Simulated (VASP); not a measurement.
# ZnCd5S6 in VASP: notebook

ZnCd5S6 is run at these levels: PBE; tasks: single point.

Everything below comes from runs of VASP 6.6.1. Logs are shortened: lines on timing, memory, paths and dates and some standing lists are left out, and cuts for length are marked.

## Step 1: The cell of the first run

The structure is tetragonal, space group P-4m2 (No. 115). Conventional cell: a = 4.120 Å, b = 4.120 Å, c = 17.646 Å, α = 90.00°, β = 90.00°, γ = 90.00°. Within 3.2 Å of Zn (site symmetry -4m2) lie 4 S at 2.40 Å. Within 3.4 Å of Cd (site symmetry -4m2) lie 4 S at 2.56 Å. Within 3.4 Å of Cd (site symmetry 2mm) lie 4 S at 2.56 Å. Within 3.4 Å of Cd (site symmetry 2mm) lie 4 S at 2.56 Å. Within 3.4 Å of S (site symmetry 2mm) lie 4 Cd at 2.56 Å. Within 3.2 Å of S (site symmetry 2mm) lie 2 Zn at 2.40 Å and 2 Cd at 2.56 Å. Within 3.4 Å of S (site symmetry 2mm) lie 4 Cd at 2.56 Å.

## Step 2: Single point, PBE

The input, INCAR:

```
ALGO = Normal
EDIFF = 1E-6
ENCUT = 520
GGA = PE
ISIF = 2
ISMEAR = 0
LASPH = T
LCHARG = T
LELF = T
LREAL = F
LVHAR = T
LWAVE = F
NBANDS = 66
NELM = 60
PREC = Accurate
SIGMA = 0.1
```

The input, KPOINTS:

```
k-points
0
Gamma
  4 4 1
```

The input, POSCAR:

```
ZnCd5S6
1.0
    4.1202828000      0.0000000000      0.0000000000
    0.0000000000      4.1202828000      0.0000000000
    0.0000000000      0.0000000000     17.6459040000
Zn Cd S
1 5 6
Direct
    0.5000000000      0.5000000000      0.5000000000
    0.0000000000      0.0000000000      0.0000000000
    0.5000000000      0.5000000000      0.1718200000
    0.0000000000      0.0000000000      0.3436830000
    0.0000000000      0.0000000000      0.6563170000
    0.5000000000      0.5000000000      0.8281800000
    0.5000000000      0.0000000000      0.2577470000
    0.0000000000      0.5000000000      0.4298930000
    0.5000000000      0.0000000000      0.5701070000
    0.0000000000      0.5000000000      0.7422530000
    0.5000000000      0.0000000000      0.9140900000
    0.0000000000      0.5000000000      0.0859100000
```

Potentials or basis: VASP PAW PBE potentials, release 64 (Zn, Cd, S).

The run is started by

```bash
$ cat potpaw_PBE.64/Zn/POTCAR potpaw_PBE.64/Cd/POTCAR potpaw_PBE.64/S/POTCAR > POTCAR
$ mpirun -np 1 vasp_std > vasp.out
```

OUTCAR:

```text
EDIFF = 1E-6
   ENCUT = 520
   GGA = PE
   ISIF = 2
   ISMEAR = 0
   LASPH = T
   LREAL = F
   NELM = 60
   PREC = Accurate

 ion  position               nearest neighbor table
   1  0.500  0.500  0.500-   8 2.40   9 2.40   9 2.40   8 2.40
   2  0.000  0.000  0.000-  11 2.56  12 2.56  12 2.56  11 2.56
   3  0.500  0.500  0.172-  12 2.56  12 2.56   7 2.56   7 2.56
   4  0.000  0.000  0.344-   7 2.56   7 2.56   8 2.56   8 2.56
   5  0.000  0.000  0.656-  10 2.56  10 2.56   9 2.56   9 2.56
   6  0.500  0.500  0.828-  11 2.56  11 2.56  10 2.56  10 2.56
   7  0.500  0.000  0.258-   3 2.56   3 2.56   4 2.56   4 2.56
   8  0.000  0.500  0.430-   1 2.40   1 2.40   4 2.56   4 2.56
   9  0.500  0.000  0.570-   1 2.40   1 2.40   5 2.56   5 2.56
  10  0.000  0.500  0.742-   6 2.56   6 2.56   5 2.56   5 2.56
  11  0.500  0.000  0.914-   2 2.56   6 2.56   6 2.56   2 2.56
  12  0.000  0.500  0.086-   2 2.56   3 2.56   2 2.56   3 2.56

  LATTYP: Found a simple tetragonal cell.
 ALAT       =     4.1202828000
 C/A-ratio  =     4.2826924404

  Lattice vectors:

 A1 = (   4.1202828000,   0.0000000000,   0.0000000000)
 A2 = (   0.0000000000,   4.1202828000,   0.0000000000)
 A3 = (   0.0000000000,   0.0000000000,  17.6459040000)

Analysis of symmetry for initial positions (statically):
=====================================================================
 Subroutine PRICEL returns:
 Original cell was already a primitive cell.

 Routine SETGRP: Setting up the symmetry group for a
 simple tetragonal supercell.

 Subroutine GETGRP returns: Found  8 space group operations
 (whereof  8 operations were pure point group operations)
 out of a pool of 16 trial point group operations.

The static configuration has the point symmetry D_2d.

Analysis of symmetry for dynamics (positions and initial velocities):
=====================================================================
 Subroutine PRICEL returns:
 Original cell was already a primitive cell.

 Routine SETGRP: Setting up the symmetry group for a
 simple tetragonal supercell.

 Subroutine GETGRP returns: Found  8 space group operations
 (whereof  8 operations were pure point group operations)
 out of a pool of 16 trial point group operations.

The dynamic configuration has the point symmetry D_2d.

 Subroutine INISYM returns: Found  8 space group operations
 (whereof  8 operations are pure point group operations),
 and found     1 'primitive' translations

----------------------------------------------------------------------------------------

                                     Primitive cell

  volume of cell :     299.5698

  direct lattice vectors                    reciprocal lattice vectors
     4.120282800  0.000000000  0.000000000     0.242701787  0.000000000  0.000000000
     0.000000000  4.120282800  0.000000000     0.000000000  0.242701787  0.000000000
     0.000000000  0.000000000 17.645904000     0.000000000  0.000000000  0.056670375

  length of vectors
     4.120282800  4.120282800 17.645904000     0.242701787  0.242701787  0.056670375

  position of ions in fractional coordinates (direct lattice)
     0.500000000  0.500000000  0.500000000
     0.000000000  0.000000000  0.000000000
     0.500000000  0.500000000  0.171820000
     0.000000000  0.000000000  0.343683000
     0.000000000  0.000000000  0.656317000
     0.500000000  0.500000000  0.828180000
     0.500000000  0.000000000  0.257747000
     0.000000000  0.500000000  0.429893000
     0.500000000  0.000000000  0.570107000
     0.000000000  0.500000000  0.742253000
     0.500000000  0.000000000  0.914090000
     0.000000000  0.500000000  0.085910000

  ion indices of the primitive-cell ions
   primitive index   ion index
                 1           1
                 2           2
                 3           3
                 4           4
                 5           5
                 6           6
                 7           7
                 8           8
                 9           9
                10          10
                11          11
                12          12

----------------------------------------------------------------------------------------

 KPOINTS: k-points

Automatic generation of k-mesh.
 Grid dimensions read from file:
 generate k-points for:    4    4    1

 Generating k-lattice:

  Cartesian coordinates                     Fractional coordinates (reciprocal lattice)
     0.060675447  0.000000000  0.000000000     0.250000000  0.000000000  0.000000000
     0.000000000  0.060675447  0.000000000     0.000000000  0.250000000  0.000000000
     0.000000000  0.000000000  0.056670375     0.000000000  0.000000000  1.000000000

  Length of vectors
     0.060675447  0.060675447  0.056670375

  Shift w.r.t. Gamma in fractional coordinates (k-lattice)
     0.000000000  0.000000000  0.000000000

 Subroutine IBZKPT returns following result:
 ===========================================

 Found      6 irreducible k-points:

 Following reciprocal coordinates:
            Coordinates               Weight
  0.000000  0.000000  0.000000      1.000000
  0.250000  0.000000  0.000000      4.000000
  0.500000  0.000000  0.000000      2.000000
  0.250000  0.250000  0.000000      4.000000
  0.500000  0.250000  0.000000      4.000000
  0.500000  0.500000  0.000000      1.000000
   k-points           NKPTS =      6   k-points in BZ     NKDIM =      6   number of bands    NBANDS=     66
   number of dos      NEDOS =    301   number of ions     NIONS =     12
   total plane-waves  NPLWV = 143360
   dimension x,y,z NGX =    32 NGY =   32 NGZ =  140
   dimension x,y,z NGXF=    64 NGYF=   64 NGZF=  280
   ions per type =               1   5   6
   NGX,Y,Z   is equivalent  to a cutoff of  12.91, 12.91, 13.19 a.u.
   NGXF,Y,Z  is equivalent  to a cutoff of  25.82, 25.82, 26.38 a.u.
 SYSTEM =  unknown system
   PREC   = accura    normal or accurate (medium, high low for compatibility)
   ISTART =      0    job   : 0-new  1-cont  2-samecut
   ICHARG =      2    charge: 1-file 2-atom 10-const
   ISPIN  =      1    spin polarized calculation?
   LNONCOLLINEAR =      F non collinear calculations
   LSORBIT =      F    spin-orbit coupling
   LASPH  =      T    aspherical Exc in radial PAW
   ENCUT  =  520.0 eV  38.22 Ry    6.18 a.u.   7.66  7.66 32.81*2*pi/ulx,y,z
   NELM   =     60;   NELMIN=  2; NELMDL= -5     # of ELM steps
   EDIFF  = 0.1E-05   stopping-criterion for ELM
   LREAL  =      F    real-space projection
   EDIFFG = 0.1E-04   stopping-criterion for IOM
   NSW    =      0    number of steps for IOM
   IBRION =     -1    ionic relax: 0-MD 1-quasi-New 2-CG
   NFREE  =      0    steps in history (QN), initial steepest desc. (CG)
   ISIF   =      2    stress and relaxation
   ISYM   =      2    0-nonsym 1-usesym 2-fastsym
   POTIM  = 0.5000    time-step for ionic-motion
   TEBEG  =    0.0;   TEEND  =   0.0 temperature during run
   PSTRESS=    0.0 pullay stress
   NELECT =     108.0000    total number of electrons
   NUPDOWN=      -1.0000    fix difference up-down
   EMIN   =  10.00;   EMAX   =-10.00  energy-range for DOS
   EFERMI =   0.00;   METHOD = LEGACY
   ISMEAR =     0;   SIGMA  =   0.10  broadening in eV -4-tet -1-fermi 0-gaus
   EFERMI_NEDOS =   21; number of points for ismear=-14 and -15
   IALGO  =     38    algorithm
   IMIX   =      4    mixing-type and parameters
     AMIX     =   0.40;   BMIX     =  1.00
     AMIX_MAG =   1.60;   BMIX_MAG =  1.00
  volume/ion in A,a.u.               =      24.96       168.47
  Fermi-wavevector in a.u.,A,eV,Ry     =   1.165154  2.201822 18.471058  1.357584
  Thomas-Fermi vector in A             =   2.301684
   LORBIT       =      0    0 simple, 1 ext, 2 COOP (PROOUT), +10 PAW based schemes
   GGA     = PE    functional components
   LHFCALC =     F    Hartree Fock is set to
   AEXX    =    0.0000 exact exchange contribution
   IVDW    =     0    specifies the selected vdW correction
   LEPSILON=     F    determine dielectric tensor
   LRPA    =     F    only Hartree local field effects (RPA)
 non-spin polarized calculation
 Gauss-broadening in eV      SIGMA  =   0.10
  energy-cutoff  :      520.00
  volume of cell :      299.57
 maximum number of plane-waves:      8088
 NGX is ok and might be reduce to    32
   NGX = 15   NGY = 15   NGZ = 65

 number of electron     107.9999953 magnetization

 Free energy of the ion-electron system (eV)
  ---------------------------------------------------
  ext. energy  EPLUGINS =         0.00000000
  ---------------------------------------------------
  free energy    TOTEN  =       -37.39622059 eV

  energy without entropy =      -37.39622059  energy(sigma->0) =      -37.39622059

 E-fermi :   1.6009     XC(G=0):  -9.0281

 val. band max:        1.1065917539   @ k =   0.0000   0.0000   0.0000
 cond. band min:       2.2263316673   @ k =   0.0000   0.0000   0.0000
 fundamental gap:      1.1197399135
 Fermi energy:         1.6009252765

 k-point     1 :       0.0000    0.0000    0.0000
  band No.  band energies     occupation
      1     -11.2392      2.00000
      2     -10.9927      2.00000
      3     -10.9230      2.00000
      4     -10.7055      2.00000
      5     -10.6478      2.00000
      6     -10.5141      2.00000
[... 58 lines left out ...]
     65       6.6468      0.00000
     66       7.6363      0.00000

 k-point     2 :       0.2500    0.0000    0.0000
  band No.  band energies     occupation
      1     -11.0597      2.00000
      2     -10.8680      2.00000
      3     -10.8172      2.00000
      4     -10.6664      2.00000
      5     -10.6255      2.00000
      6     -10.5349      2.00000
[... 265 lines left out ...]
     65       6.8618      0.00000
     66       6.8696      0.00000

 k-point     6 :       0.5000    0.5000    0.0000
  band No.  band energies     occupation
      1     -10.5450      2.00000
      2     -10.5450      2.00000
      3     -10.5380      2.00000
      4     -10.5380      2.00000
      5     -10.5373      2.00000
      6     -10.5373      2.00000
[... 58 lines left out ...]
     65       6.0671      0.00000
     66       6.4512      0.00000

------------------------ aborting loop because EDIFF is reached ----------------------------------------

  FORCE on cell =-STRESS in cart. coord.  units (eV):
  Direction    XX          YY          ZZ          XY          YZ          ZX
  --------------------------------------------------------------------------------------
  -------------------------------------------------------------------------------------
  Total        0.6908169      0.6908169      0.4329467      0.0000000      0.0000000      0.0000000
  in kB        3.6946693      3.6946693      2.3155121      0.0000000      0.0000000      0.0000000
  external PRESSURE =       3.2349503 kB  Pullay stress =       0.0000000 kB

 VOLUME and BASIS-vectors are now :
 -----------------------------------------------------------------------------
  energy-cutoff  :      520.00
  volume of cell :      299.57
      direct lattice vectors                 reciprocal lattice vectors
     4.120282800  0.000000000  0.000000000     0.242701787  0.000000000  0.000000000
     0.000000000  4.120282800  0.000000000     0.000000000  0.242701787  0.000000000
     0.000000000  0.000000000 17.645904000     0.000000000  0.000000000  0.056670375

 POSITION                                       TOTAL-FORCE (eV/Angst)
 -----------------------------------------------------------------------------------
      2.06014      2.06014      8.82295        -0.000000     -0.000000     -0.000000
      0.00000      0.00000      0.00000        -0.000000      0.000000     -0.000000
      2.06014      2.06014      3.03192        -0.000000      0.000000      0.000616
      0.00000      0.00000      6.06460         0.000000      0.000000      0.000818
      0.00000      0.00000     11.58131         0.000000      0.000000     -0.000818
      2.06014      2.06014     14.61398        -0.000000     -0.000000     -0.000616
      2.06014      0.00000      4.54818        -0.000000      0.000000      0.001724
      0.00000      2.06014      7.58585        -0.000000      0.000000      0.027395
      2.06014      0.00000     10.06005        -0.000000      0.000000     -0.027395
      0.00000      2.06014     13.09773        -0.000000      0.000000     -0.001724
      2.06014      0.00000     16.12994         0.000000      0.000000     -0.000939
      0.00000      2.06014      1.51596        -0.000000      0.000000      0.000939
 -----------------------------------------------------------------------------------
    total drift:                                0.000000      0.000000      0.000000

  FREE ENERGIE OF THE ION-ELECTRON SYSTEM (eV)
  ---------------------------------------------------
  free  energy   TOTEN  =       -37.3962205940 eV

  energy  without entropy=      -37.3962205940  energy(sigma->0) =      -37.39622059
```

Run time: 4 min. Hardware: 1 thread of AMD EPYC 7R13, shared host; peak memory 0.36 GiB.

Results:

* Free energy: -37.3962 eV
* Pressure: 0.3 GPa
* Largest force: 0.027 eV/Å
* Band gap on the k mesh: 1.12 eV, direct

Forces in eV/Å, atoms in the order of the input:
```
Zn   0.000  0.000  0.000
Cd   0.000  0.000  0.000
Cd   0.000  0.000  0.001
Cd   0.000  0.000  0.001
Cd   0.000  0.000 -0.001
Cd   0.000  0.000 -0.001
S    0.000  0.000  0.002
S    0.000  0.000  0.027
S    0.000  0.000 -0.027
S    0.000  0.000 -0.002
S    0.000  0.000 -0.001
S    0.000  0.000  0.001
```

Stress tensor (GPa, compression positive):
```
0.37 0.00 0.00
0.00 0.37 0.00
0.00 0.00 0.23
```

Levels at points of the mesh, in eV from the valence-band top:
```tsv
k point	band 50	band 51	band 52	band 53	band 54	band 55	band 56	band 57	band 58	band 59
(0.00, 0.00, 0.00)	-0.46	-0.46	-0.08	0.00	0.00	1.12	2.70	2.74	3.62	3.77
(0.50, 0.00, 0.00)	-0.69	-0.65	-0.64	-0.64	-0.64	3.11	3.22	3.23	3.30	4.11
(0.50, 0.50, 0.00)	-2.02	-1.84	-1.79	-1.79	-1.75	3.57	3.57	4.13	4.26	4.68
```

## Step 3: Single point, PBE

The input, INCAR:

```
SYSTEM = ZnCd5S6
PREC = Accurate
ENCUT = 520
EDIFF = 1E-6
ISMEAR = 0
SIGMA = 0.1
LREAL = .False.
LASPH = .True.
NELM = 60
ALGO = Normal
ISIF = 2
LWAVE = .False.
LCHARG = .True.
GGA = PE
LELF = .True.
LVHAR = .True.
NBANDS = 66
```

The input, KPOINTS:

```
regular mesh
0
Gamma
  4 4 1
  0 0 0
```

The input, POSCAR:

```
ZnCd5S6
1.0
    4.1318167406     -0.0000144313     -0.0000463292
   -0.0000158281      4.1313479377      0.0001137004
    0.0008342519     -0.0005129235     17.5556742318
Zn Cd S
1 5 6
Direct
    0.5000905971      0.5001171118      0.5000032269
   -0.0004029364      0.0001395334     -0.0000224560
    0.5003453204      0.5006129902      0.1719897199
    0.0000003997      0.0002310733      0.3439295370
    0.0000677253     -0.0004418350      0.6560858427
    0.4998547976      0.4993408009      0.8279793919
    0.5000406782      0.0004969097      0.2580327866
    0.0001030072      0.5002365566      0.4302021531
    0.5000727947      0.0000003169      0.5698224779
   -0.0001148002      0.4996172366      0.7419921223
    0.4997268445     -0.0004941448      0.9139902096
    0.0002155718      0.5001434505      0.0859949881
```

Potentials or basis: VASP PAW PBE potentials, release 64 (Zn, Cd, S).

The run is started by

```bash
$ cat potpaw_PBE.64/Zn/POTCAR potpaw_PBE.64/Cd/POTCAR potpaw_PBE.64/S/POTCAR > POTCAR
$ mpirun -np 1 vasp_std > vasp.out
```

Run time: 6.1 min. Hardware: 1 thread of AMD EPYC 7R13, shared host; peak memory 0.41 GiB.

It converged, with:

```
Free energy            : -37.3971 eV
Pressure               : 0.3 GPa
Largest force          : 0.009 eV/Å
Band gap on the k mesh : 1.13 eV, direct
```

Forces in eV/Å, atoms in the order of the input:
```
Zn   0.000 -0.001  0.000
Cd   0.002  0.000  0.001
Cd  -0.002 -0.002  0.001
Cd   0.000  0.000  0.006
Cd   0.000  0.001 -0.007
Cd   0.000  0.002  0.002
S    0.000  0.000 -0.009
S    0.000 -0.001  0.005
S    0.000  0.001 -0.005
S    0.000  0.000  0.007
S    0.000  0.000 -0.001
S    0.001  0.000  0.001
```

Levels at points of the mesh, in eV from the valence-band top:
| k point | band 52 | band 53 | band 54 | band 55 | band 56 | band 57 |
| --- | --- | --- | --- | --- | --- | --- |
| (0.00, 0.00, 0.00) | -0.06 | 0.00 | 0.00 | 1.13 | 2.71 | 2.76 |
| (0.50, 0.00, 0.00) | -0.65 | -0.65 | -0.65 | 3.11 | 3.22 | 3.24 |
| (0.00, 0.50, 0.00) | -0.65 | -0.65 | -0.65 | 3.11 | 3.22 | 3.24 |
| (0.50, 0.50, 0.00) | -1.78 | -1.78 | -1.72 | 3.59 | 3.59 | 4.16 |

PBE gaps usually lie below the measured ones, often by a third to a half.
